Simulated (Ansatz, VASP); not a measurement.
## CdSe4: VASP beside Ansatz

Contents of INCAR:

```
  ALGO = Normal
  EDIFF = 1E-7
  EDIFFG = -0.08
  ENCUT = 500
  GGA = PE
  GGA_COMPAT = F
  IBRION = 2
  ISIF = 3
  ISMEAR = 0
  LASPH = T
  LCHARG = F
  LREAL = F
  LWAVE = F
  NELM = 120
  NELMIN = 4
  NSW = 36
  PREC = Accurate
  SIGMA = 0.2
```

Contents of KPOINTS:

```
k-points
0
Gamma
  3 3 3
```

File POSCAR:

```
CdSe4
1.0
    5.1073779100      0.0000000000      0.0000000000
    0.0000000000      5.1073779100      0.0000000000
    0.0000000000      0.0000000000      5.1073779100
Cd Se
1 4
Direct
    0.5000000000      0.5000000000      0.5000000000
    0.0000000000      0.5000000000      0.5000000000
    0.5000000000      0.0000000000      0.5000000000
    0.5000000000      0.5000000000      0.0000000000
    0.0000000000      0.0000000000      0.0000000000
```

Input for Ansatz:

```yaml
crystal:
  lattice:
    - [5.10737791, 0.0, 0.0]
    - [0.0, 5.10737791, 0.0]
    - [0.0, 0.0, 5.10737791]
  atoms:
    - { symbol: Cd, position: [0.5, 0.5, 0.5] }
    - { symbol: Se, position: [0.0, 0.5, 0.5] }
    - { symbol: Se, position: [0.5, 0.0, 0.5] }
    - { symbol: Se, position: [0.5, 0.5, 0.0] }
    - { symbol: Se, position: [0.0, 0.0, 0.0] }
basis:
  ecutwfc: 420
kpoints:
  mp_grid: { grid: [3, 3, 3] }
hamiltonian:
  xc: pbe
scf:
  occupations: { method: gaussian, width: 0.2 }
  lower_state_search: "off"
output:
  forces: true
  stress: true
  eigenvalues: true
relax:
  adjacent_minimum: "off"
  f_tol: 0.08
  max_steps: 16
  cell: { stress_tol: 0.8 }
```

Alike in both runs: task relaxation of cell and atoms; functional PBE; k mesh 3 × 3 × 3; occupations gaussian, width 0.2 eV; no spin polarisation.

```csv
,VASP,Ansatz
version,VASP 6.6.1,Ansatz 0.2.0
potentials or method,"VASP PAW PBE potentials, release 64 (Cd, Se), cutoff 500 eV","scalar-relativistic, plane waves, PAW"
valence electrons in the cell,36,84
```

|  | VASP | Ansatz | Ansatz less VASP |
| --- | --- | --- | --- |
| gap on the k mesh at the Fermi level, each at its own relaxed structure (eV) | none | none | - |
| relaxed volume (Å³/atom) | 28.66 | 28.19 | -0.475 |
| relaxed length of the cell vector where the two differ most in proportion (Å) | 5.233 | 5.204 | -0.0290 |

A gap of «none» marks a metal or a gap that the smearing closes. VASP's potentials hold 36 valence electrons a cell and Ansatz's 84, so a difference there can come from the potentials and not from the codes.

The k mesh is coarse, so the values compare programs but aren't converged.
